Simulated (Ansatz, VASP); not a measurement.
One calculation of CsI, two programs

The input INCAR:

```
SYSTEM = CsI
PREC = Accurate ; ENCUT = 500
EDIFF = 1E-6 ; ISMEAR = -1
SIGMA = 0.01 ; LREAL = .FALSE.
LASPH = .TRUE. ; NELM = 120
ALGO = Normal ; ISIF = 2
LWAVE = .FALSE. ; LCHARG = .FALSE.
NBANDS = 15 ; GGA_COMPAT = .FALSE.
```

Contents of KPOINTS:

```
Automatic mesh
0
G
  7 7 7
  0 0 0
```

Contents of POSCAR:

```
CsI
1.0
    4.5667000000      0.0000000000      0.0000000000
    0.0000000000      4.5667000000      0.0000000000
    0.0000000000      0.0000000000      4.5667000000
Cs I
1 1
Direct
    0.0000000000      0.0000000000      0.0000000000
    0.5000000000      0.5000000000      0.5000000000
```

Input for Ansatz:

```yaml
crystal:
  lattice:
    - [4.5667, 0.0, 0.0]
    - [0.0, 4.5667, 0.0]
    - [0.0, 0.0, 4.5667]
  atoms:
    - { symbol: Cs, position: [0.0, 0.0, 0.0] }
    - { symbol: I, position: [0.5, 0.5, 0.5] }
kpoints:
  mp_grid: { grid: [7, 7, 7] }
  band_path:
    path:
      - [0.0, 0.0, 0.0]
      - [0.0, 0.5, 0.0]
      - [0.5, 0.5, 0.0]
      - [0.0, 0.0, 0.0]
      - [0.5, 0.5, 0.5]
      - [0.0, 0.5, 0.0]
      - [0.5, 0.5, 0.5]
      - [0.5, 0.5, 0.0]
    npoints: 14
scf:
  occupations: { method: fermi_dirac, width: 0.01 }
hamiltonian:
  xc: lda
  pseudopotentials: { kind: all_electron, lapw: { basis_error: 0.00025 } }
output:
  forces: true
  stress: true
  eigenvalues: true
  fatbands: true
  populations: true
  dos: { projected: true, de: 0.2, e_range: [-14, 8] }
```

Alike in both runs: task single point; functional LDA; k mesh 7 × 7 × 7; occupations fermi-dirac, width 0.01 eV; no spin polarisation.

```csv
,VASP,Ansatz
version,VASP 6.6.1,Ansatz 0.2.0
potentials or method,"VASP PAW LDA potentials, release 64 (Cs_sv, I), cutoff 500 eV","all-electron LAPW, scalar-relativistic"
```

Ansatz gave:

| Item | Value |
| --- | --- |
| gap on the k mesh at the Fermi level (eV) | 3.55 |
| pressure (GPa) | -1.4 |

Question: Which values does VASP return?

Answer: gap on the k mesh at the Fermi level (eV): 3.56; pressure (GPa): -1.4.

LDA's correlation is that of Perdew and Zunger in VASP and of Perdew and Wang (1992) in Ansatz. Ansatz ran all-electron here, and VASP with PAW potentials.

Spin-orbit coupling is off throughout.
